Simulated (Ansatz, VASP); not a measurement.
# MgO: VASP beside Ansatz

INCAR

```
ALGO = Normal
EDIFF = 1E-6
ENCUT = 520
GGA = PE
ISIF = 2
ISMEAR = 0
LASPH = True
LCHARG = True
LELF = True
LREAL = False
LVHAR = True
LWAVE = False
NBANDS = 16
NELM = 60
PREC = Accurate
SIGMA = 0.05
```

The input KPOINTS:

```
k-points
0
Gamma
  9 9 6
```

POSCAR

```
MgO
1.0
    3.1798172993      0.0000000000      0.0000000000
   -1.5899086497      2.7538025606      0.0000000000
    0.0000000000      0.0000000000      5.5672241276
Mg O
2 2
Direct
    0.3333333333      0.6666666667     -0.0132065475
    0.6666666667      0.3333333333      0.4867934525
    0.3333333333      0.6666666667      0.3982811987
    0.6666666667      0.3333333333      0.8982811987
```

Input for Ansatz:

```yaml
crystal:
  lattice:
    - [3.1798172993, 0.0, 0.0]
    - [-1.5899086497, 2.7538025606, 0.0]
    - [0.0, 0.0, 5.5672241276]
  atoms:
    - { symbol: Mg, position: [0.3333333333, 0.6666666667, -0.0132065475] }
    - { symbol: Mg, position: [0.6666666667, 0.3333333333, 0.4867934525] }
    - { symbol: O, position: [0.3333333333, 0.6666666667, 0.3982811987] }
    - { symbol: O, position: [0.6666666667, 0.3333333333, 0.8982811987] }
basis:
  ecutwfc: 520.0
kpoints:
  mp_grid: { grid: [9, 9, 6] }
hamiltonian:
  xc: pbe
  pseudopotentials: { kind: paw, azcp: { folder: soft_1 } }
scf:
  occupations: { method: gaussian, width: 0.05 }
output:
  forces: true
  stress: true
  eigenvalues: true
```

Alike in both runs: task single point; functional PBE; k mesh 9 × 9 × 6; occupations gaussian, width 0.05 eV; no spin polarisation.

```csv
,VASP,Ansatz
version,VASP 6.6.1,Ansatz 0.2.0
potentials or method,"VASP PAW PBE potentials, release 64 (Mg, O), cutoff 520 eV","scalar-relativistic, plane waves, PAW"
valence electrons in the cell,16,32
```

Ansatz gave:

| Property | Result |
| --- | --- |
| gap on the k mesh at the Fermi level (eV) | 3.46 |
| least direct gap on the mesh (eV) | 3.46 |
| pressure (GPa) | 6.4 |
| traceless stress, the component that is largest in VASP (GPa) | -17.07 |
| rms of the force components (eV/Å) | 0.562 |

Q: What did VASP give for the same quantities?

A: gap on the k mesh at the Fermi level (eV): 3.44; least direct gap on the mesh (eV): 3.44; pressure (GPa): 6.1; traceless stress, the component that is largest in VASP (GPa): -17.28; rms of the force components (eV/Å): 0.569.

Atom by atom the forces differ by 0.007 eV/Å (rms over components). VASP's potentials hold 16 valence electrons a cell and Ansatz's 32, so a difference there can come from the potentials and not from the codes.
